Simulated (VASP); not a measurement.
Wanted: the native input for a VASP 6.6.1 run.

| Quantity | Value |
| --- | --- |
| Task | single point |
| Functional | r2SCAN |
| Potentials or basis | VASP PAW PBE potentials, release 64 (Zr_sv) |
| Cutoff | 550 eV |
| k mesh | 12 × 12 × 12 |
| Occupations | fermi-dirac, width 0.1 eV |
| Spin | no spin polarisation |
| Dipole correction | no |
| Further INCAR settings | ALGO = Normal; EDIFF = 1e-06; NBANDS = 12 |

Zr:

```
Zr
1.0
     2.78371    0.00000    0.00000
     0.00000    2.78371    0.00000
     0.00000    0.00000    2.78371
Zr
1
Cartesian
  0.0000 0.0000 0.0000
```

This cell differs from its parent crystal: volume scaled by 0.88.

The input as run:

POSCAR

```
Zr
1.0
    2.7837132830      0.0000000000      0.0000000000
    0.0000000000      2.7837132830      0.0000000000
    0.0000000000      0.0000000000      2.7837132830
Zr
1
Direct
    0.0000000000      0.0000000000      0.0000000000
```

INCAR.step1

```
SYSTEM = Zr
PREC     = Accurate       ! precision mode
ENCUT    = 550            ! plane-wave cutoff, eV
ISMEAR   = -1             ! smearing method
SIGMA    = 0.1            ! smearing width, eV
LREAL    = .FALSE.        ! projectors in reciprocal space
LASPH    = .TRUE.         ! aspherical terms in the spheres
NELM     = 120            ! most SCF steps
NBANDS   = 12             ! bands
GGA      = PE             ! functional
ALGO     = Normal         ! electronic algorithm
EDIFF    = 1E-5           ! SCF threshold, eV
LWAVE    = .TRUE.         ! write WAVECAR
LCHARG   = .FALSE.        ! write CHGCAR
GGA_COMPAT= .FALSE.
```

INCAR.step2

```
SYSTEM = Zr
PREC     = Accurate       ! precision mode
ENCUT    = 550            ! plane-wave cutoff, eV
EDIFF    = 1E-6           ! SCF threshold, eV
ISMEAR   = -1             ! smearing method
SIGMA    = 0.1            ! smearing width, eV
LREAL    = .FALSE.        ! projectors in reciprocal space
LASPH    = .TRUE.         ! aspherical terms in the spheres
NELM     = 120            ! most SCF steps
ALGO     = Normal         ! electronic algorithm
ISIF     = 2              ! what is computed and relaxed
LWAVE    = .FALSE.        ! write WAVECAR
LCHARG   = .FALSE.        ! write CHGCAR
METAGGA  = R2SCAN         ! meta-GGA
LMIXTAU  = .TRUE.       
NBANDS   = 12             ! bands
ISTART   = 1            
GGA_COMPAT= .FALSE.
```

KPOINTS

```
regular mesh
0
G
  12 12 12
  0 0 0
```

Potentials or basis: VASP PAW PBE potentials, release 64 (Zr_sv).

Command:

```bash
$ cat potpaw_PBE.64/Zr_sv/POTCAR > POTCAR
$ cp INCAR.step1 INCAR
$ mpirun -np 1 vasp_std > vasp.out
$ cp INCAR.step2 INCAR
$ mpirun -np 1 vasp_std > vasp.out
```

It gave:

- Pressure: 10.9 GPa
- Band gap on the k mesh: zero (band 6 reaches 10.82 eV, above the bottom of band 7 at 7.39 eV)

Caveat: the PAW data sets were made with another functional, which shifts forces and pressure a little.

It took 57 s on 1 thread of Intel(R) Xeon(R) Platinum 8259CL CPU @ 2.50GHz (Skylake/Cascade Lake), with other jobs on the host, peak memory 0.15 GiB.
